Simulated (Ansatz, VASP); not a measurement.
**WC in VASP and in Ansatz**

```
W C
1.0
     2.92575    0.00000    0.00000
    -1.46287    2.53377    0.00000
     0.00000    0.00000    2.85539
W C
1 1
Direct
  0.00000 0.00000 0.00000
  0.66667 0.33333 0.50000
```

Alike in both runs: task single point; functional PBE; k mesh 10 × 10 × 9; occupations fermi-dirac, width 0.05 eV; no spin polarisation.

|  | VASP | Ansatz |
| --- | --- | --- |
| version | VASP 6.6.1 | Ansatz 0.2.0 |
| potentials or method | VASP PAW PBE potentials, release 64 (W_sv, C) | Ansatz PAW soft_1 |
| plane-wave cutoff (eV) | 520 | 420 |
| valence electrons in the cell | 18 | 18 |

Ansatz gave:

```
gap on the k mesh at the Fermi level (eV)                     : none
pressure (GPa)                                                : -2.2
traceless stress, the component that is largest in VASP (GPa) : -1.34
```

Task: Estimate VASP's values.

Result: gap on the k mesh at the Fermi level (eV): none; pressure (GPa): -1.2; traceless stress, the component that is largest in VASP (GPa): -1.18.

A gap of «none» marks a metal or a gap that the smearing closes.

Neither program's run includes spin-orbit coupling.
